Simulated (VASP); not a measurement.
Set up this calculation in VASP 6.6.1, as the native input.

| Quantity | Value |
| --- | --- |
| Task | single point |
| Functional | PBE |
| Potentials or basis | VASP PAW PBE potentials, release 64 (Cu, O) |
| Cutoff | 520 eV |
| k mesh | 12 × 12 × 8 |
| Occupations | gaussian, width 0.05 eV |
| Spin | no spin polarisation |
| Dipole correction | no |
| Further INCAR settings | ALGO = Normal; EDIFF = 1e-06; NBANDS = 25 |

The structure of CuO lies in POSCAR:

```
CuO
1.0
    2.0404269609     -2.0438274879      0.1599895364
    2.0404269609      2.0438274879      0.1599895364
   -0.4019377473      0.0000000000      5.1233720036
Cu O
2 2
Direct
    0.0000000000      0.5000000000      0.0000000000
    0.5000000000      0.0000000000      0.5000000000
    0.5000118651      0.4999881349      0.2500000000
    0.4999881349      0.5000118651      0.7500000000
```

These files were run (other wordings do the same):

INCAR

```
PREC     = Accurate       # precision mode
ENCUT    = 520            # plane-wave cutoff, eV
EDIFF    = 1E-6           # SCF threshold, eV
ISMEAR   = 0              # smearing method
SIGMA    = 0.05           # smearing width, eV
LREAL    = False          # projectors in reciprocal space
LASPH    = True           # aspherical terms in the spheres
NELM     = 100            # most SCF steps
ALGO     = Normal         # electronic algorithm
ISIF     = 2              # what is computed and relaxed
LWAVE    = False          # write WAVECAR
LCHARG   = False          # write CHGCAR
GGA      = PE             # functional
NBANDS   = 25             # bands
```

KPOINTS

```
regular mesh
0
Gamma
  12 12 8
```

Potentials or basis: VASP PAW PBE potentials, release 64 (Cu, O).

Run with:

```bash
$ cat potpaw_PBE.64/Cu/POTCAR potpaw_PBE.64/O/POTCAR > POTCAR
$ mpirun -np 1 vasp_std > vasp.out
```

It gave:

```
Pressure               : 6.8 GPa
Band gap on the k mesh : zero (bands 17 and 18 overlap by 1.17 eV)
```

Caveat: the cell stands under pressure; semilocal functionals often make such compounds metallic where correlation or magnetic order opens a gap, which also shifts bond lengths.

Run time: 5.9 min on 1 thread of Intel Xeon 8259CL, on a shared host, peak memory 0.38 GiB.
